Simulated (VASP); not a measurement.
# LiCl (Fm-3m) in VASP: a series of runs, part 2 of 2

VASP 6.6.1.

### 3 Single point, PBE

INCAR reads:

```
PREC = Accurate ; ENCUT = 520
EDIFF = 1E-6 ; ISMEAR = 0
SIGMA = 0.01 ; LREAL = False
LASPH = True ; NELM = 80
ALGO = Normal ; ISIF = 2
LWAVE = False ; LCHARG = False
GGA = PE ; NBANDS = 12
```

KPOINTS reads:

```
regular mesh
0
Gamma
  8 8 8
```

POSCAR reads:

```
LiCl
1.0
    0.0000000000      2.5560252063      2.5560252063
    2.5560252063      0.0000000000      2.5560252063
    2.5560252063      2.5560252063      0.0000000000
Li Cl
1 1
Direct
    0.0000000000      0.0000000000      0.0000000000
    0.5000000000      0.5000000000      0.5000000000
```

Potentials or basis: VASP PAW PBE potentials, release 64 (Li_sv, Cl).

On the command line:

```sh
cat potpaw_PBE.64/Li_sv/POTCAR potpaw_PBE.64/Cl/POTCAR > POTCAR
mpirun -np 1 vasp_std > vasp.out
```

OUTCAR:

```text
PREC = Accurate
   ENCUT = 520
   EDIFF = 1E-6
   ISMEAR = 0
   LREAL = False
   LASPH = True
   NELM = 80
   ISIF = 2
   GGA = PE

 ion  position               nearest neighbor table
   1  0.000  0.000  0.000-   2 2.56   2 2.56   2 2.56   2 2.56   2 2.56   2 2.56
   2  0.500  0.500  0.500-   1 2.56   1 2.56   1 2.56   1 2.56   1 2.56   1 2.56

  LATTYP: Found a face centered cubic cell.
 ALAT       =     5.1120504126

  Lattice vectors:

 A1 = (   0.0000000000,   2.5560252063,   2.5560252063)
 A2 = (   2.5560252063,   0.0000000000,   2.5560252063)
[... 538 lines left out ...]
      9      12.4829      0.00000
     10      16.2401      0.00000
     11      16.8549      0.00000
     12      18.9055      0.00000

 [... further k-points ...]
[... 5 lines left out ...]
  --------------------------------------------------------------------------------------
  -------------------------------------------------------------------------------------
  Total        0.1352938      0.1352938      0.1352938      0.0000000     -0.0000000     -0.0000000
  in kB        6.4902734      6.4902734      6.4902734      0.0000000     -0.0000000     -0.0000000
  external PRESSURE =       6.4902734 kB  Pullay stress =       0.0000000 kB

 VOLUME and BASIS-vectors are now :
 -----------------------------------------------------------------------------
  energy-cutoff  :      520.00
  volume of cell :       33.40
      direct lattice vectors                 reciprocal lattice vectors
     0.000000000  2.556025206  2.556025206    -0.195616224  0.195616224  0.195616224
     2.556025206  0.000000000  2.556025206     0.195616224 -0.195616224  0.195616224
     2.556025206  2.556025206  0.000000000     0.195616224  0.195616224 -0.195616224

 POSITION                                       TOTAL-FORCE (eV/Angst)
 -----------------------------------------------------------------------------------
      0.00000      0.00000      0.00000        -0.000000      0.000000      0.000000
      2.55603      2.55603      2.55603         0.000000     -0.000000     -0.000000
 -----------------------------------------------------------------------------------
    total drift:                                0.000000      0.000000      0.000000

  FREE ENERGIE OF THE ION-ELECTRON SYSTEM (eV)
  ---------------------------------------------------
  free  energy   TOTEN  =        -7.3845705922 eV

  energy  without entropy=       -7.3845705922  energy(sigma->0) =       -7.38457059
```

stdout:

```text
POSCAR found type information on POSCAR LiCl
 POSCAR found :  2 types and       2 ions
 scaLAPACK will be used
 LDA part: xc-table for (Slater+PW92), standard interpolation
 POSCAR, INCAR and KPOINTS ok, starting setup
 FFT: planning ... GRIDC
 FFT: planning ... GRID_SOFT
 FFT: planning ... GRID
 WAVECAR not read
 entering main loop
```

Run time: 8.1 s. Hardware: 1 thread of Intel Xeon Platinum 8375C at 2.90GHz (Ice Lake), shared host; peak memory 0.15 GiB.

What came out:

| Property | Result |
| --- | --- |
| Free energy | -7.3846 eV |
| Band gap on the k mesh | 6.40 eV, direct |

Levels at points of the mesh, in eV from the valence-band top:
```tsv
k point	band 2	band 3	band 4	band 5	band 6	band 7	band 8	band 9
(0.00, 0.00, 0.00)	-13.43	0.00	0.00	0.00	6.40	11.95	11.95	11.95
(0.50, 0.00, 0.00)	-12.85	-2.85	-0.26	-0.26	6.77	9.51	9.51	13.08
(0.50, 0.50, 0.00)	-12.60	-2.94	-1.12	-1.12	7.91	8.28	12.53	14.20
```

Caveat: the cutoff is under 1.25 times the usual one of these potentials, so pressure, stress and relaxed cells hold a basis-set (Pulay) error.

### 4 Single point, LDA

INCAR reads:

```
SYSTEM = LiCl
PREC = Accurate
ENCUT = 520
EDIFF = 1E-6
ISMEAR = 0
SIGMA = 0.01
LREAL = .False.
LASPH = .True.
NELM = 100
ALGO = Normal
ISIF = 2
LWAVE = .False.
LCHARG = .False.
NBANDS = 12
```

KPOINTS reads:

```
regular mesh
0
Gamma
  8 8 8
  0 0 0
```

POSCAR is that of step 3.

Potentials or basis: VASP PAW LDA potentials, release 64 (Li_sv, Cl).

On the command line:

```sh
cat potpaw_LDA.64/Li_sv/POTCAR potpaw_LDA.64/Cl/POTCAR > POTCAR
mpirun -np 1 vasp_std > vasp.out
```

It took 7.2 s on 1 thread of Intel Xeon Platinum 8375C at 2.90GHz (Ice Lake), shared host; peak memory 0.13 GiB.

It converged, with:

| Quantity | Value |
| --- | --- |
| Free energy | -8.0687 eV |
| Band gap on the k mesh | 6.06 eV, direct |

Levels at points of the mesh, in eV from the valence-band top:
```
           k point  band 2  band 3  band 4  band 5  band 6  band 7  band 8  band 9
(0.00, 0.00, 0.00)  -13.36    0.00    0.00    0.00    6.06   11.75   11.75   11.75
(0.50, 0.00, 0.00)  -12.76   -2.94   -0.26   -0.26    6.42    9.22    9.22   12.77
(0.50, 0.50, 0.00)  -12.50   -3.04   -1.16   -1.16    7.66    7.99   12.18   13.80
```

Caveat: the cutoff is under 1.25 times the usual one of these potentials, so pressure, stress and relaxed cells hold a basis-set (Pulay) error. A k mesh can miss the band edges.

### 5 Single point, r2SCAN

POSCAR is that of step 4.

INCAR.step1 reads:

```
PREC = Accurate
ENCUT = 520
ISMEAR = 0
SIGMA = 0.01
LREAL = False
LASPH = True
NELM = 80
NBANDS = 12
GGA = PE
ALGO = Normal
EDIFF = 1E-4
LWAVE = True
LCHARG = False
```

INCAR.step2 reads:

```
PREC = Accurate
ENCUT = 520
EDIFF = 1E-7
ISMEAR = 0
SIGMA = 0.01
LREAL = False
LASPH = True
NELM = 80
ALGO = Normal
ISIF = 2
LWAVE = False
LCHARG = False
METAGGA = R2SCAN
LMIXTAU = True
NBANDS = 12
ISTART = 1
```

KPOINTS reads:

```
regular mesh
0
Gamma
  6 6 6
```

Potentials or basis: VASP PAW PBE potentials, release 64 (Li_sv, Cl).

On the command line:

```sh
cat potpaw_PBE.64/Li_sv/POTCAR potpaw_PBE.64/Cl/POTCAR > POTCAR
cp INCAR.step1 INCAR
mpirun -np 1 vasp_std > vasp.out
cp INCAR.step2 INCAR
mpirun -np 1 vasp_std > vasp.out
```

Wall time 26 s (1 thread of Intel Xeon Platinum 8375C at 2.90GHz (Ice Lake), shared host); peak memory 0.15 GiB.

The run converged. Its results:

```
Free energy            : -12.5881 eV
Band gap on the k mesh : 7.36 eV, direct
```

Levels at points of the mesh, in eV from the valence-band top:
```csv
k point,band 2,band 3,band 4,band 5,band 6,band 7,band 8,band 9
"(0.00, 0.00, 0.00)",-14.02,0.00,0.00,0.00,7.36,12.67,12.67,12.67
"(0.50, 0.00, 0.00)",-13.42,-2.88,-0.28,-0.28,7.55,10.32,10.32,14.32
"(0.50, 0.50, 0.00)",-13.17,-2.98,-1.14,-1.14,8.79,8.91,13.67,15.50
```

Caveat: the cutoff is under 1.25 times the usual one of these potentials, so pressure, stress and relaxed cells hold a basis-set (Pulay) error; the PAW data sets were made with another functional, which shifts forces and pressure a little. A k mesh can miss the band edges.

### 6 Single point, r2SCAN

POSCAR is that of step 5.

INCAR.step1 reads:

```
SYSTEM = LiCl
PREC = Accurate
ENCUT = 520
ISMEAR = 0
SIGMA = 0.01
LREAL = .False.
LASPH = .True.
NELM = 80
NBANDS = 12
GGA = PE
ALGO = Normal
EDIFF = 1E-4
LWAVE = .True.
LCHARG = .False.
```

INCAR.step2 reads:

```
SYSTEM = LiCl
PREC = Accurate
ENCUT = 520
EDIFF = 1E-7
ISMEAR = 0
SIGMA = 0.01
LREAL = .False.
LASPH = .True.
NELM = 80
ALGO = Normal
ISIF = 2
LWAVE = .False.
LCHARG = .False.
METAGGA = R2SCAN
LMIXTAU = .True.
NBANDS = 12
ISTART = 1
```

KPOINTS reads:

```
Automatic mesh
0
Gamma
  6 6 6
  0 0 0
```

Potentials or basis: VASP PAW PBE potentials, release 64 (Li_sv, Cl).

On the command line:

```sh
cat potpaw_PBE.64/Li_sv/POTCAR potpaw_PBE.64/Cl/POTCAR > POTCAR
cp INCAR.step1 INCAR
mpirun -np 1 vasp_std > vasp.out
cp INCAR.step2 INCAR
mpirun -np 1 vasp_std > vasp.out
```

Wall time 26 s (1 thread of Intel Xeon Platinum 8375C at 2.90GHz (Ice Lake), shared host); peak memory 0.15 GiB.

Results (log left out):

| Quantity | Value |
| --- | --- |
| Free energy | -12.5881 eV |
| Band gap on the k mesh | 7.36 eV, direct |

Levels at points of the mesh, in eV from the valence-band top:
```csv
k point,band 1,band 2,band 3,band 4,band 5,band 6,band 7,band 8,band 9,band 10
"(0.00, 0.00, 0.00)",-44.80,-14.02,0.00,0.00,0.00,7.36,12.67,12.67,12.67,15.41
"(0.50, 0.00, 0.00)",-44.80,-13.42,-2.88,-0.28,-0.28,7.55,10.32,10.32,14.32,18.07
"(0.50, 0.50, 0.00)",-44.79,-13.17,-2.98,-1.14,-1.14,8.79,8.91,13.67,15.50,15.50
```

Caveat: the cutoff is under 1.25 times the usual one of these potentials, so pressure, stress and relaxed cells hold a basis-set (Pulay) error; the PAW data sets were made with another functional, which shifts forces and pressure a little.

### 7 Summary

```tsv
level	potentials or basis	k mesh	gap on the mesh (eV)
PBE	VASP PAW PBE potentials, release 64 (Li_sv, Cl)	6 × 6 × 6	6.40
PBE	VASP PAW PBE potentials, release 64 (Li_sv, Cl)	8 × 8 × 8	6.40
LDA	VASP PAW LDA potentials, release 64 (Li_sv, Cl)	8 × 8 × 8	6.06
r2SCAN	VASP PAW PBE potentials, release 64 (Li_sv, Cl)	6 × 6 × 6	7.36
```

Alike in all rows: task single point; no spin polarisation; cell as given; cutoff (eV) 520; smearing gaussian 0.01 eV.

Caveats: the cutoff is under 1.25 times the usual one of these potentials, so pressure, stress and relaxed cells hold a basis-set (Pulay) error; the PAW data sets were made with another functional, which shifts forces and pressure a little (some runs).

Absolute energies hang on the potentials; compare differences alone.
